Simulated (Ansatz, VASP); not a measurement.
## One calculation of Cu, two programs

```
Cu
1.0
    -0.03615    1.78943    1.78943
     1.78943   -0.03615    1.78943
     1.78943    1.78943   -0.03615
Cu
1
Direct
  0.00000 0.00000 0.00000
```

Change from the starting cell: equal xy, yz and zx shear strains of -2 %.

Alike in both runs: task single point; functional PBEsol; k mesh 19 × 19 × 19; occupations fermi-dirac, width 0.08 eV; no spin polarisation.

|  | VASP | Ansatz |
| --- | --- | --- |
| version | VASP 6.6.1 | Ansatz 0.2.0 |
| potentials or method | VASP PAW PBE potentials, release 64 (Cu), cutoff 520 eV | all-electron LAPW, scalar-relativistic |

|  | VASP | Ansatz | Ansatz less VASP |
| --- | --- | --- | --- |
| pressure (GPa) | -5.6 | -6.3 | -0.69 |
| traceless stress, the component that is largest in VASP (GPa) | 1.37 | 1.39 | +0.016 |

VASP's potentials were made for PBE, not for PBEsol. Ansatz ran all-electron here, and VASP with PAW potentials.
